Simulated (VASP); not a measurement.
Write the native input for VASP 6.6.1 that does the following.

```yaml
Task: single point
Functional: r2SCAN
Potentials_or_basis: VASP PAW PBE potentials, release 64 (Sn_d)
Cutoff: 520 eV
k_mesh: 9 × 9 × 9
Occupations: fermi-dirac, width 0.1 eV
Spin: no spin polarisation
Dipole_correction: no
Further_INCAR_settings: ALGO = Normal; EDIFF = 1e-07; NBANDS = 21
```

The system is Sn.

```
CELL_PARAMETERS angstrom
0.00000 3.30515 3.30515
3.30515 0.00000 3.30515
3.30515 3.30515 0.00000
ATOMIC_POSITIONS crystal
Sn 0.00000 0.00000 0.00000
Sn 0.25000 0.25000 0.25000
```

This isn't the form of Sn at room conditions, which is tetragonal (white tin).

One way to write it, as run:

POSCAR

```
Sn
1.0
    0.0000000000      3.3051503078      3.3051503078
    3.3051503078      0.0000000000      3.3051503078
    3.3051503078      3.3051503078      0.0000000000
Sn
2
Direct
    0.0000000000      0.0000000000      0.0000000000
    0.2500000000      0.2500000000      0.2500000000
```

INCAR.step1

```
PREC = Accurate
ENCUT = 520
ISMEAR = -1
SIGMA = 0.1
LREAL = False
LASPH = True
NELM = 100
NBANDS = 21
GGA = PE
ALGO = Normal
EDIFF = 1E-4
LWAVE = True
LCHARG = False
```

INCAR.step2

```
PREC = Accurate
ENCUT = 520
EDIFF = 1E-7
ISMEAR = -1
SIGMA = 0.1
LREAL = False
LASPH = True
NELM = 100
ALGO = Normal
ISIF = 2
LWAVE = False
LCHARG = False
METAGGA = R2SCAN
LMIXTAU = True
NBANDS = 21
ISTART = 1
```

KPOINTS

```
regular mesh
0
Gamma
  9 9 9
```

Potentials or basis: VASP PAW PBE potentials, release 64 (Sn_d).

Launch:

```bash
$ cat potpaw_PBE.64/Sn_d/POTCAR > POTCAR
$ cp INCAR.step1 INCAR
$ mpirun -np 1 vasp_std > vasp.out
$ cp INCAR.step2 INCAR
$ mpirun -np 1 vasp_std > vasp.out
```

It gave:

```yaml
Pressure: -0.8 GPa
Band_gap_on_the_k_mesh: zero (filled and empty bands touch)
```

Caveat: the PAW data sets were made with another functional, which shifts forces and pressure a little; spin-orbit coupling is left out, which moves the levels of the heavy elements.

Wall time 2.1 min on 1 thread of AMD EPYC 9R45 96-Core Processor (Zen 5), on a shared host, peak memory 0.2 GiB.
